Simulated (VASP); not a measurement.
# Pt (Fd-3m) in VASP: further runs, part 3 of 3

VASP 6.6.1. The steps go on from the part before.

## 5. Single point, PBE

This run uses another cell than the first one, of 16.72 Å³/atom, 1.110 times its volume.

File INCAR:

```
  PREC = Accurate
  ENCUT = 520
  EDIFF = 1E-6
  ISMEAR = 0
  SIGMA = 0.1
  LREAL = False
  LASPH = True
  NELM = 100
  ALGO = Fast
  ISIF = 2
  LWAVE = False
  LCHARG = False
  GGA = PE
  NBANDS = 39
```

File KPOINTS:

```
regular mesh
0
Gamma
  10 10 10
```

File POSCAR:

```
Pt
1.0
    0.0000000000      3.6876230704      3.6876230704
    3.6876230704      0.0000000000      3.6876230704
    3.6876230704      3.6876230704      0.0000000000
Pt
6
Direct
    0.6250000000      0.1250000000      0.6250000000
    0.6250000000      0.6250000000      0.1250000000
    0.6250000000      0.6250000000      0.6250000000
    0.1250000000      0.6250000000      0.6250000000
    0.0000000000      0.0000000000      0.0000000000
    0.2500000000      0.2500000000      0.2500000000
```

Potentials or basis: VASP PAW PBE potentials, release 64 (Pt).

Command:

```console
> cat potpaw_PBE.64/Pt/POTCAR > POTCAR
> mpirun -np 1 vasp_std > vasp.out
```

OUTCAR:

```text
PREC = Accurate
   ENCUT = 520
   EDIFF = 1E-6
   ISMEAR = 0
   LREAL = False
   LASPH = True
   NELM = 100
   ISIF = 2
   GGA = PE

 ion  position               nearest neighbor table
   1  0.625  0.125  0.625-   3 2.61   2 2.61   2 2.61   3 2.61   4 2.61   4 2.61   6 3.06   5 3.06
                             6 3.06   5 3.06   6 3.06   5 3.06
   2  0.625  0.625  0.125-   3 2.61   1 2.61   3 2.61   4 2.61   1 2.61   4 2.61   6 3.06   5 3.06
                             6 3.06   5 3.06   6 3.06   5 3.06
   3  0.625  0.625  0.625-   1 2.61   2 2.61   4 2.61   2 2.61   1 2.61   4 2.61   6 3.06   5 3.06
                             6 3.06   5 3.06   6 3.06   5 3.06
   4  0.125  0.625  0.625-   3 2.61   2 2.61   1 2.61   1 2.61   2 2.61   3 2.61   6 3.06   5 3.06
                             5 3.06   6 3.06   5 3.06   6 3.06
   5  0.000  0.000  0.000-   1 3.06   2 3.06   4 3.06   2 3.06   3 3.06   4 3.06   1 3.06   3 3.06
                             4 3.06   1 3.06   2 3.06   3 3.06   6 3.19   6 3.19   6 3.19   6 3.19
   6  0.250  0.250  0.250-   1 3.06   2 3.06   4 3.06   1 3.06   3 3.06   4 3.06   2 3.06   3 3.06
                             4 3.06   1 3.06   2 3.06   3 3.06   5 3.19   5 3.19   5 3.19   5 3.19

  LATTYP: Found a face centered cubic cell.
 ALAT       =     7.3752461408

  Lattice vectors:

 A1 = (   0.0000000000,   3.6876230704,   3.6876230704)
 A2 = (   3.6876230704,   0.0000000000,   3.6876230704)
 A3 = (   3.6876230704,   3.6876230704,   0.0000000000)

Analysis of symmetry for initial positions (statically):
=====================================================================
 Subroutine PRICEL returns:
 Original cell was already a primitive cell.

 Routine SETGRP: Setting up the symmetry group for a
 face centered cubic supercell.

 Subroutine GETGRP returns: Found 48 space group operations
 (whereof 24 operations were pure point group operations)
 out of a pool of 48 trial point group operations.

The static configuration has the point symmetry T_d .
 The point group associated with its full space group is O_h .

[... 144 lines left out ...]
  Thomas-Fermi vector in A             =   2.504407
   LORBIT       =      0    0 simple, 1 ext, 2 COOP (PROOUT), +10 PAW based schemes
   GGA     = PE    functional components
   LHFCALC =     F    Hartree Fock is set to
   AEXX    =    0.0000 exact exchange contribution
   IVDW    =     0    specifies the selected vdW correction
   LEPSILON=     F    determine dielectric tensor
   LRPA    =     F    only Hartree local field effects (RPA)
 non-spin polarized calculation
 RMM-DIIS sequential band-by-band and
 Gauss-broadening in eV      SIGMA  =   0.10
  energy-cutoff  :      520.00
  volume of cell :      100.29
 maximum number of plane-waves:      2733
   NGX = 19   NGY = 19   NGZ = 19

 number of electron      59.9999997 magnetization

 Free energy of the ion-electron system (eV)
  ---------------------------------------------------
  ext. energy  EPLUGINS =         0.00000000
  ---------------------------------------------------
  free energy    TOTEN  =       -34.47442339 eV

  energy without entropy =      -34.42536586  energy(sigma->0) =      -34.44989462

 E-fermi :   9.3242     XC(G=0): -12.8224

 val. band max:        9.3232309924   @ k =   0.4000   0.1000   0.0000
 cond. band min:       9.3283275175   @ k =   0.5000   0.3000   0.0000
 fundamental gap:      0.0050965251
 Fermi energy:         9.3241967113

 k-point     1 :       0.0000    0.0000    0.0000
  band No.  band energies     occupation
      1      -0.2820      2.00000
      2       1.9555      2.00000
      3       2.9601      2.00000
      4       2.9601      2.00000
      5       2.9601      2.00000
      6       4.3245      2.00000
[... 997 lines left out ...]
     38      17.6981      0.00000
     39      17.9871      0.00000

 [... further k-points ...]

------------------------ aborting loop because EDIFF is reached ----------------------------------------

  FORCE on cell =-STRESS in cart. coord.  units (eV):
  Direction    XX          YY          ZZ          XY          YZ          ZX
  --------------------------------------------------------------------------------------
  -------------------------------------------------------------------------------------
  Total       -0.2799152     -0.2799152     -0.2799152      0.0000000      0.0000000      0.0000000
  in kB       -4.4716466     -4.4716466     -4.4716466      0.0000000      0.0000000      0.0000000
  external PRESSURE =      -4.4716466 kB  Pullay stress =       0.0000000 kB

 VOLUME and BASIS-vectors are now :
 -----------------------------------------------------------------------------
  energy-cutoff  :      520.00
  volume of cell :      100.29
      direct lattice vectors                 reciprocal lattice vectors
     0.000000000  3.687623070  3.687623070    -0.135588695  0.135588695  0.135588695
     3.687623070  0.000000000  3.687623070     0.135588695 -0.135588695  0.135588695
     3.687623070  3.687623070  0.000000000     0.135588695  0.135588695 -0.135588695

 POSITION                                       TOTAL-FORCE (eV/Angst)
 -----------------------------------------------------------------------------------
      2.76572      4.60953      2.76572        -0.000000      0.000000      0.000000
      2.76572      2.76572      4.60953        -0.000000      0.000000      0.000000
      4.60953      4.60953      4.60953        -0.000000      0.000000      0.000000
      4.60953      2.76572      2.76572        -0.000000      0.000000      0.000000
      0.00000      0.00000      0.00000         0.000000      0.000000      0.000000
      1.84381      1.84381      1.84381        -0.000000     -0.000000     -0.000000
 -----------------------------------------------------------------------------------
    total drift:                                0.000000      0.000000      0.000000

  FREE ENERGIE OF THE ION-ELECTRON SYSTEM (eV)
  ---------------------------------------------------
  free  energy   TOTEN  =       -34.4744233854 eV

  energy  without entropy=      -34.4253658640  energy(sigma->0) =      -34.44989462
```

OSZICAR:

```text
N       E                     dE             d eps       ncg     rms          rms(c)
DAV:   1     0.379160982145E+03    0.37916E+03   -0.30310E+04  3666   0.147E+03
DAV:   2    -0.234540109731E+02   -0.40261E+03   -0.38071E+03  4025   0.323E+02
DAV:   3    -0.363165009237E+02   -0.12862E+02   -0.12407E+02  4188   0.552E+01
DAV:   4    -0.364630160443E+02   -0.14652E+00   -0.14639E+00  3939   0.607E+00
DAV:   5    -0.364650176037E+02   -0.20016E-02   -0.20012E-02  4221   0.733E-01    0.272E+01
RMM:   6    -0.347670655093E+02    0.16980E+01   -0.39408E+00  3673   0.104E+01    0.158E+01
RMM:   7    -0.352091522918E+02   -0.44209E+00   -0.23484E+00  3666   0.672E+00    0.983E+00
RMM:   8    -0.344869165445E+02    0.72224E+00   -0.80518E-01  3674   0.427E+00    0.335E+00
RMM:   9    -0.344849452056E+02    0.19713E-02   -0.15222E-01  3807   0.160E+00    0.111E+00
RMM:  10    -0.344747787294E+02    0.10166E-01   -0.18612E-02  3744   0.656E-01    0.183E-01
RMM:  11    -0.344744829396E+02    0.29579E-03   -0.18007E-03  4005   0.162E-01    0.752E-02
RMM:  12    -0.344744168055E+02    0.66134E-04   -0.43925E-04  3919   0.723E-02    0.299E-02
RMM:  13    -0.344744260643E+02   -0.92588E-05   -0.72905E-05  3970   0.340E-02    0.253E-02
RMM:  14    -0.344744233549E+02    0.27094E-05   -0.24934E-05  3967   0.208E-02    0.659E-03
RMM:  15    -0.344744233854E+02   -0.30457E-07   -0.47371E-06  2773   0.837E-03
   1 F= -.34474423E+02 E0= -.34449895E+02  d E =-.490575E-01
```

Run time: 87 s. Hardware: 1 thread of Intel Xeon 6975P-C (Granite Rapids), shared host; peak memory 0.31 GiB.

Results:

* Free energy: -34.4744 eV
* Pressure: -0.4 GPa
* Band gap on the k mesh: zero (band 30 reaches 10.67 eV, above the bottom of band 31 at 9.13 eV)

Caveat: spin-orbit coupling is left out, which moves the levels of the heavy elements.

## 6. Relaxation of cell and atoms, PBE

This run uses another cell than the first one, of 16.77 Å³/atom, 1.114 times its volume.

File INCAR:

```
SYSTEM = Pt
PREC = Accurate
ENCUT = 600
EDIFF = 1E-7
ISMEAR = 0
SIGMA = 0.1
LREAL = .FALSE.
LASPH = .TRUE.
NELM = 100
ALGO = Fast
ISIF = 3
LWAVE = .FALSE.
LCHARG = .FALSE.
GGA = PE
IBRION = 2
NSW = 100
EDIFFG = -0.01
```

File KPOINTS:

```
Automatic mesh
0
G
  10 10 10
  0 0 0
```

Changes to POSCAR since step 5:

```diff
@@ -2,5 +2,5 @@
 1.0
-    0.0000000000      3.6876230704      3.6876230704
-    3.6876230704      0.0000000000      3.6876230704
-    3.6876230704      3.6876230704      0.0000000000
+    0.0000000000      3.6919521826      3.6919521826
+    3.6919521826      0.0000000000      3.6919521826
+    3.6919521826      3.6919521826      0.0000000000
 Pt
```

Potentials or basis: VASP PAW PBE potentials, release 64 (Pt).

Command:

```console
> cat potpaw_PBE.64/Pt/POTCAR > POTCAR
> mpirun -np 1 vasp_std > vasp.out
```

Run time: 5 min. Hardware: 1 thread of Intel Xeon 6975P-C (Granite Rapids), shared host; peak memory 0.35 GiB.

The run converged. Its results:

```yaml
Free_energy: -34.4743 eV
Relaxed_volume: 16.69 Å³/atom
Relaxed_cell: a = 5.212 Å, b = 5.212 Å, c = 5.212 Å, α = 60.00°, β = 60.00°, γ = 60.00°
Space_group_after_relaxing_to_0.05_Å: Fd-3m (No. 227)
Energy_gained_by_relaxing: 0.3 meV/atom
Ionic_steps: 3
Pressure_after_relaxing: 0.0 GPa
Band_gap_on_the_k_mesh: zero (band 30 reaches 10.71 eV, above the bottom of band 31 at 9.16 eV)
```

The path:
```
step  energy change (eV)  largest force (eV/Å)  pressure (GPa)  volume (Å³)
   1              0.0000                0.0000           -1.09       100.65
   2              0.0071                0.0000            2.54        98.99
   3             -0.0018                0.0000            0.01       100.13
```

Final structure:
```
CELL_PARAMETERS angstrom
0.00000 3.68557 3.68557
3.68557 0.00000 3.68557
3.68557 3.68557 0.00000
ATOMIC_POSITIONS crystal
Pt 0.62500 0.12500 0.62500
Pt 0.62500 0.62500 0.12500
Pt 0.62500 0.62500 0.62500
Pt 0.12500 0.62500 0.62500
Pt 0.00000 0.00000 0.00000
Pt 0.25000 0.25000 0.25000
```

Levels at points of the mesh, in eV from the Fermi level:
```
           k point  band 27  band 28  band 29  band 30  band 31  band 32  band 33  band 34
(0.00, 0.00, 0.00)     0.15     0.15     0.61     1.35     1.35     1.35     3.56     3.56
(0.50, 0.00, 0.00)    -0.94    -0.12    -0.12     0.04     0.04     1.35     1.68     3.24
(0.50, 0.50, 0.00)    -0.56    -0.56    -0.51    -0.51    -0.19    -0.19     2.42     2.42
```

Caveat: spin-orbit coupling is left out, which moves the levels of the heavy elements.

## 7. The runs side by side

```tsv
task	cell	k mesh	cutoff (eV)	gap on the mesh (eV)	pressure (GPa)	relaxed volume (Å³/atom)
single point	a = 5.037 Å, angles 60.0°, 6 atoms	4 × 4 × 4	520	none	30.2	-
single point	a = 5.221 Å, angles 60.0°, 6 atoms	4 × 4 × 4	520	none	-0.3	-
relaxation of cell and atoms	relaxed from a = 5.037 Å, angles 60.0°, 6 atoms	4 × 4 × 4	600	none	0.0	16.75
single point	a = 5.215 Å, angles 60.0°, 6 atoms	10 × 10 × 10	520	none	-0.4	-
relaxation of cell and atoms	relaxed from a = 5.221 Å, angles 60.0°, 6 atoms	10 × 10 × 10	600	none	0.0	16.69
```

Alike in all rows: level PBE; potentials or basis VASP PAW PBE potentials, release 64 (Pt); no spin polarisation; smearing gaussian 0.1 eV.

Caveats: some runs use coarse meshes; spin-orbit coupling is left out, which moves the levels of the heavy elements.

Absolute energies hang on the potentials; compare differences alone.
